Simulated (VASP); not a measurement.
The system is GaN.

```xyz
2
Lattice="0.0000 2.2977 2.2977 2.2977 0.0000 2.2977 2.2977 2.2977 0.0000" Properties=species:S:1:pos:R:3 pbc="T T T"
Ga    0.0000    0.0000    0.0000
N     1.1488    1.1488    1.1488
```

Base run:

- Program: VASP 6.6.1
- Functional: r2SCAN
- Dispersion: rVV10
- Potentials or basis: VASP PAW PBE potentials, release 64 (Ga_d, N)
- Cutoff: 520 eV
- k mesh: 10 × 10 × 10
- Occupations: fermi-dirac, width 0.05 eV
- Spin: no spin polarisation

Its results: band gap on the k mesh 1.70 eV; pressure -11.3 GPa.

Task: The run is repeated on the same cell with these changes: dispersion from rVV10 to D4; further incar settings from ALGO = Normal; EDIFF = 1e-07; NBANDS = 16 to ALGO = Normal; EDIFF = 1e-06; NBANDS = 16. What comes out?

Result: Band gap on the k mesh 1.73 eV; pressure -11.8 GPa.

Caveats: the cell stands under tension; the PAW data sets were made with another functional, which shifts forces and pressure a little.

